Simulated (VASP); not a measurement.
# Cu (P6_3/mmc) in VASP: settings compared

Aim: see how the results for Cu move with the level of theory and the settings. Levels: PBE, PBE+D4. Tasks: single point.

Program: VASP 6.6.1. These are calculated values, not measurements. Logs are shortened: lines on timing, memory, paths and dates and some standing lists are left out, and cuts for length are marked.

**1. The cell of the first run**

It takes space group P6_3/mmc (No. 194, hexagonal). The conventional cell has a = 2.671 Å, b = 2.671 Å, c = 4.361 Å, α = 90.00°, β = 90.00°, γ = 120.00°. Within 3.5 Å of Cu (site symmetry -6m2) lie 12 Cu at 2.67 Å.

**2. Single point, PBE (equal strain along all axes, cell held: +4.0 %)**

INCAR

```
SYSTEM = Cu
ALGO = Fast
EDIFF = 1E-7
ENCUT = 520
GGA = PE
ISIF = 2
ISMEAR = 0
LASPH = .TRUE.
LCHARG = .TRUE.
LELF = .TRUE.
LREAL = .FALSE.
LVHAR = .TRUE.
LWAVE = .FALSE.
NBANDS = 18
NELM = 60
PREC = Accurate
SIGMA = 0.1
```

KPOINTS

```
k-points
0
G
  24 24 12
  0 0 0
```

POSCAR

```
Cu
1.0
    2.6707307877      0.0000000000      0.0000000000
   -1.3353653939      2.3129207088      0.0000000000
    0.0000000000      0.0000000000      4.3612692841
Cu
2
Direct
    0.3333333333      0.6666666667      0.2500000000
    0.6666666667      0.3333333333      0.7500000000
```

Potentials or basis: VASP PAW PBE potentials, release 64 (Cu).

The run is started by

```bash
$ cat potpaw_PBE.64/Cu/POTCAR > POTCAR
$ mpirun -np 1 vasp_std > vasp.out
```

OUTCAR:

```text
SYSTEM = Cu
   EDIFF = 1E-7
   ENCUT = 520
   GGA = PE
   ISIF = 2
   ISMEAR = 0
   LASPH = .TRUE.
   LREAL = .FALSE.
   NELM = 60
   PREC = Accurate

 ion  position               nearest neighbor table
   1  0.333  0.667  0.250-   2 2.67   2 2.67   2 2.67   2 2.67   2 2.67   2 2.67
   2  0.667  0.333  0.750-   1 2.67   1 2.67   1 2.67   1 2.67   1 2.67   1 2.67

  LATTYP: Found a hexagonal cell.
 ALAT       =     2.6707307877
 C/A-ratio  =     1.6329872349

  Lattice vectors:

 A1 = (   2.6707307877,   0.0000000000,   0.0000000000)
 A2 = (  -1.3353653939,   2.3129207088,   0.0000000000)
 A3 = (   0.0000000000,   0.0000000000,   4.3612692841)

Analysis of symmetry for initial positions (statically):
=====================================================================
 Subroutine PRICEL returns:
 Original cell was already a primitive cell.

 Routine SETGRP: Setting up the symmetry group for a
 hexagonal supercell.

 Subroutine GETGRP returns: Found 24 space group operations
 (whereof 12 operations were pure point group operations)
 out of a pool of 24 trial point group operations.

The static configuration has the point symmetry D_3d.
 The point group associated with its full space group is D_6h.

Analysis of symmetry for dynamics (positions and initial velocities):
=====================================================================
 Subroutine PRICEL returns:
 Original cell was already a primitive cell.

 Routine SETGRP: Setting up the symmetry group for a
 hexagonal supercell.

 Subroutine GETGRP returns: Found 24 space group operations
 (whereof 12 operations were pure point group operations)
 out of a pool of 24 trial point group operations.

The dynamic configuration has the point symmetry D_3d.
 The point group associated with its full space group is D_6h.

 Subroutine INISYM returns: Found 24 space group operations
 (whereof 12 operations are pure point group operations),
 and found     1 'primitive' translations

----------------------------------------------------------------------------------------

                                     Primitive cell

  volume of cell :      26.9404

  direct lattice vectors                    reciprocal lattice vectors
     2.670730788  0.000000000  0.000000000     0.374429353  0.216176888  0.000000000
    -1.335365394  2.312920709  0.000000000     0.000000000  0.432353775  0.000000000
     0.000000000  0.000000000  4.361269284     0.000000000  0.000000000  0.229291047

  length of vectors
     2.670730788  2.670730788  4.361269284     0.432353775  0.432353775  0.229291047

  position of ions in fractional coordinates (direct lattice)
     0.333333333  0.666666667  0.250000000
     0.666666667  0.333333333  0.750000000

  ion indices of the primitive-cell ions
   primitive index   ion index
                 1           1
                 2           2

----------------------------------------------------------------------------------------

 KPOINTS: k-points

Automatic generation of k-mesh.
 Grid dimensions read from file:
 generate k-points for:   24   24   12

 Generating k-lattice:

  Cartesian coordinates                     Fractional coordinates (reciprocal lattice)
     0.015601223  0.009007370  0.000000000     0.041666667  0.000000000  0.000000000
     0.000000000  0.018014741  0.000000000     0.000000000  0.041666667  0.000000000
     0.000000000  0.000000000  0.019107587     0.000000000  0.000000000  0.083333333

  Length of vectors
     0.018014741  0.018014741  0.019107587

  Shift w.r.t. Gamma in fractional coordinates (k-lattice)
     0.000000000  0.000000000  0.000000000

 Subroutine IBZKPT returns following result:
 ===========================================

 Found    427 irreducible k-points:

 Following reciprocal coordinates:
            Coordinates               Weight
  0.000000  0.000000  0.000000      1.000000
  0.041667  0.000000  0.000000      6.000000
  0.083333  0.000000  0.000000      6.000000
  0.125000 -0.000000  0.000000      6.000000
  0.166667  0.000000  0.000000      6.000000
  0.208333  0.000000  0.000000      6.000000
[... 16 lines left out ...]
  0.416667  0.041667  0.000000     12.000000
  0.458333  0.041667  0.000000     12.000000
 [... further k-points ...]
   k-points           NKPTS =    427   k-points in BZ     NKDIM =    427   number of bands    NBANDS=     18
   number of dos      NEDOS =    301   number of ions     NIONS =      2
   total plane-waves  NPLWV =  12800
   dimension x,y,z NGX =    20 NGY =   20 NGZ =   32
   dimension x,y,z NGXF=    40 NGYF=   40 NGZF=   64
   ions per type =               2
   NGX,Y,Z   is equivalent  to a cutoff of  12.45, 12.45, 12.20 a.u.
   NGXF,Y,Z  is equivalent  to a cutoff of  24.90, 24.90, 24.40 a.u.
 SYSTEM =  Cu
   PREC   = accura    normal or accurate (medium, high low for compatibility)
   ISTART =      0    job   : 0-new  1-cont  2-samecut
   ICHARG =      2    charge: 1-file 2-atom 10-const
   ISPIN  =      1    spin polarized calculation?
   LNONCOLLINEAR =      F non collinear calculations
   LSORBIT =      F    spin-orbit coupling
   LASPH  =      T    aspherical Exc in radial PAW
   ENCUT  =  520.0 eV  38.22 Ry    6.18 a.u.   4.97  4.97  8.11*2*pi/ulx,y,z
   NELM   =     60;   NELMIN=  2; NELMDL= -5     # of ELM steps
   EDIFF  = 0.1E-06   stopping-criterion for ELM
   LREAL  =      F    real-space projection
   EDIFFG = 0.1E-05   stopping-criterion for IOM
   NSW    =      0    number of steps for IOM
   IBRION =     -1    ionic relax: 0-MD 1-quasi-New 2-CG
   NFREE  =      0    steps in history (QN), initial steepest desc. (CG)
   ISIF   =      2    stress and relaxation
   ISYM   =      2    0-nonsym 1-usesym 2-fastsym
   POTIM  = 0.5000    time-step for ionic-motion
   TEBEG  =    0.0;   TEEND  =   0.0 temperature during run
   PSTRESS=    0.0 pullay stress
   NELECT =      22.0000    total number of electrons
   NUPDOWN=      -1.0000    fix difference up-down
   EMIN   =  10.00;   EMAX   =-10.00  energy-range for DOS
   EFERMI =   0.00;   METHOD = LEGACY
   ISMEAR =     0;   SIGMA  =   0.10  broadening in eV -4-tet -1-fermi 0-gaus
   EFERMI_NEDOS =   21; number of points for ismear=-14 and -15
   IALGO  =     68    algorithm
   IMIX   =      4    mixing-type and parameters
     AMIX     =   0.40;   BMIX     =  1.00
     AMIX_MAG =   1.60;   BMIX_MAG =  1.00
  volume/ion in A,a.u.               =      13.47        90.90
  Fermi-wavevector in a.u.,A,eV,Ry     =   1.530199  2.891656 31.858148  2.341508
  Thomas-Fermi vector in A             =   2.637715
   LORBIT       =      0    0 simple, 1 ext, 2 COOP (PROOUT), +10 PAW based schemes
   GGA     = PE    functional components
   LHFCALC =     F    Hartree Fock is set to
   AEXX    =    0.0000 exact exchange contribution
   IVDW    =     0    specifies the selected vdW correction
   LEPSILON=     F    determine dielectric tensor
   LRPA    =     F    only Hartree local field effects (RPA)
 non-spin polarized calculation
 RMM-DIIS sequential band-by-band and
 Gauss-broadening in eV      SIGMA  =   0.10
  energy-cutoff  :      520.00
  volume of cell :       26.94
 maximum number of plane-waves:       756
 NGX is ok and might be reduce to    20
   NGX =  9   NGY =  9   NGZ = 17

 number of electron      21.9999965 magnetization

 Free energy of the ion-electron system (eV)
  ---------------------------------------------------
  ext. energy  EPLUGINS =         0.00000000
  ---------------------------------------------------
  free energy    TOTEN  =        -7.32404290 eV

  energy without entropy =       -7.32081995  energy(sigma->0) =       -7.32243143

 E-fermi :   6.0735     XC(G=0): -11.9796

 val. band max:        6.0698623351   @ k =   0.5000  -0.0000   0.1667
 cond. band min:       6.0752163493   @ k =   0.5000  -0.0000   0.2500
 fundamental gap:      0.0053540141
 Fermi energy:         6.0735284652

 k-point     1 :       0.0000    0.0000    0.0000
  band No.  band energies     occupation
      1      -2.3316      2.00000
      2       1.6756      2.00000
      3       3.4131      2.00000
      4       3.4634      2.00000
      5       3.4634      2.00000
      6       3.6299      2.00000
[... 10 lines left out ...]
     17      27.6320      0.00000
     18      27.6322      0.00000

 k-point     2 :       0.0417    0.0000    0.0000
  band No.  band energies     occupation
      1      -2.2804      2.00000
      2       1.7047      2.00000
      3       3.3788      2.00000
      4       3.4802      2.00000
      5       3.4939      2.00000
      6       3.6214      2.00000
[... 10 lines left out ...]
     17      28.3052      0.00000
     18      28.5023      0.00000

 k-point     3 :       0.0833    0.0000    0.0000
  band No.  band energies     occupation
      1      -2.1273      2.00000
      2       1.7891      2.00000
      3       3.3188      2.00000
      4       3.5299      2.00000
      5       3.5399      2.00000
      6       3.6017      2.00000
[... 10 lines left out ...]
     17      28.8678      0.00000
     18      29.2513      0.00000

 k-point     4 :       0.1250   -0.0000    0.0000
  band No.  band energies     occupation
      1      -1.8746      2.00000
      2       1.9190      2.00000
      3       3.2473      2.00000
      4       3.5390      2.00000
      5       3.5943      2.00000
      6       3.6100      2.00000
[... 375 lines left out ...]
      4       3.2204      2.00000
      5       3.4272      2.00000
      6       3.5444      2.00000
[... 10 lines left out ...]
     17      18.1792      0.00000
     18      24.0245      0.00000

 k-point    23 :       0.4167    0.0417    0.0000
  band No.  band energies     occupation
      1       1.7242      2.00000
      2       2.2298      2.00000
      3       2.4080      2.00000
      4       3.3426      2.00000
      5       3.4064      2.00000
      6       3.5114      2.00000
[... 10 lines left out ...]
     17      17.8431      0.00000
     18      23.9119      0.00000

 k-point    24 :       0.4583    0.0417    0.0000
  band No.  band energies     occupation
      1       1.8929      2.00000
      2       2.1869      2.00000
      3       2.3802      2.00000
      4       3.3963      2.00000
      5       3.4338      2.00000
      6       3.4938      2.00000
[... 10 lines left out ...]
     17      17.7020      0.00000
     18      23.8567      0.00000

 [... further k-points ...]
[... 5 lines left out ...]
  --------------------------------------------------------------------------------------
  -------------------------------------------------------------------------------------
  Total       -2.0274214     -2.0274214     -1.9370613      0.0000000      0.0000000     -0.0000000
  in kB     -120.5732194   -120.5732194   -115.1993945      0.0000000      0.0000000     -0.0000000
  external PRESSURE =    -118.7819444 kB  Pullay stress =       0.0000000 kB

 VOLUME and BASIS-vectors are now :
 -----------------------------------------------------------------------------
  energy-cutoff  :      520.00
  volume of cell :       26.94
      direct lattice vectors                 reciprocal lattice vectors
     2.670730788  0.000000000  0.000000000     0.374429353  0.216176888  0.000000000
    -1.335365394  2.312920709  0.000000000     0.000000000  0.432353775  0.000000000
     0.000000000  0.000000000  4.361269284     0.000000000  0.000000000  0.229291047

 POSITION                                       TOTAL-FORCE (eV/Angst)
 -----------------------------------------------------------------------------------
     -0.00000      1.54195      1.09032         0.000000      0.000000      0.000000
      1.33537      0.77097      3.27095        -0.000000     -0.000000      0.000000
 -----------------------------------------------------------------------------------
    total drift:                                0.000000     -0.000000      0.000000

  FREE ENERGIE OF THE ION-ELECTRON SYSTEM (eV)
  ---------------------------------------------------
  free  energy   TOTEN  =        -7.3240429030 eV

  energy  without entropy=       -7.3208199474  energy(sigma->0) =       -7.32243143
```

Run time: 80 s. Hardware: 1 thread of Intel Xeon 6975P-C (Granite Rapids), shared host; peak memory 0.27 GiB.

What came out:

| Property | Result |
| --- | --- |
| Free energy | -7.3240 eV |
| Pressure | -11.9 GPa |
| Band gap on the k mesh | zero (band 11 reaches 9.83 eV, above the bottom of band 12 at 4.29 eV) |

Caveat: the cell differs from its parent crystal (equal strain along all axes, cell held: +4.0 %).

(Continued in part 2 of 2.)
